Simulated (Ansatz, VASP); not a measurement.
**MgO: VASP beside Ansatz**

```
Mg O
1.0
     0.00000    2.10220    2.10220
     2.10220    0.00000    2.10220
     2.10220    2.10220    0.00000
Mg O
1 1
Direct
  0.00000 0.00000 0.00000
  0.50000 0.50000 0.50000
```

Alike in both runs: functional r2SCAN; k mesh 10 × 10 × 10; occupations gaussian, width 0.02 eV; no spin polarisation.

Ansatz relaxed the structure, and its values are those at the end. VASP's run is a single point on that final structure, the one shown.

```csv
,VASP,Ansatz
version,VASP 6.6.1,Ansatz 0.2.0
potentials or method,"VASP PAW PBE potentials, release 64 (Mg_sv, O), cutoff 920 eV","scalar-relativistic, plane waves, PAW"
valence electrons in the cell,16,16
```

|  | VASP | Ansatz | Ansatz less VASP |
| --- | --- | --- | --- |
| gap on the k mesh at the Fermi level (eV) | 5.70 | 5.68 | -0.016 |
| least direct gap on the mesh (eV) | 5.70 | 5.68 | -0.016 |
| pressure (GPa) | 0.5 | 0.0 | -0.48 |

VASP's potentials were made for PBE, not for r2SCAN.
